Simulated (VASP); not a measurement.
Input of a VASP 6.6.1 run:

The input INCAR:

```
SYSTEM = TiSe2
PREC = Accurate
ENCUT = 500
EDIFF = 1E-6
ISMEAR = -1
SIGMA = 0.1
LREAL = .FALSE.
LASPH = .TRUE.
NELM = 120
ALGO = Normal
ISIF = 2
LWAVE = .FALSE.
LCHARG = .TRUE.
GGA = PE
LELF = .TRUE.
LVHAR = .TRUE.
NBANDS = 19
GGA_COMPAT = .FALSE.
```

File KPOINTS:

```
regular mesh
0
G
  7 7 4
  0 0 0
```

File POSCAR:

```
TiSe2
1.0
    3.5122677413      0.0000000000      0.0000000000
   -1.7561338707      3.0417172331      0.0000000000
    0.0000000000      0.0000000000      5.9637034838
Ti Se
1 2
Direct
    0.0000000000      0.0000000000      0.0000000000
    0.3333333333      0.6666666667      0.2552000000
    0.6666666667      0.3333333333      0.7448000000
```

Potentials or basis: VASP PAW PBE potentials, release 64 (Ti_sv, Se).

The run is started by

```bash
$ cat potpaw_PBE.64/Ti_sv/POTCAR potpaw_PBE.64/Se/POTCAR > POTCAR
$ mpirun -np 1 vasp_std > vasp.out
```

Question: Estimate the largest force.

Answer: 0.306 eV/Å.

Question: Predict the band gap on the k mesh.

Answer: Zero (band 12 reaches 5.48 eV, above the bottom of band 13 at 4.91 eV).

Question: Predict the pressure.

Answer: 3.3 GPa.

Forces in eV/Å, atoms in the order of the input:
```
Ti   0.000  0.000  0.000
Se   0.000  0.000  0.306
Se   0.000  0.000 -0.306
```

Caveat: this functional lacks dispersion, which binds the layers, so the pressure and a relaxed spacing across them are unreliable.
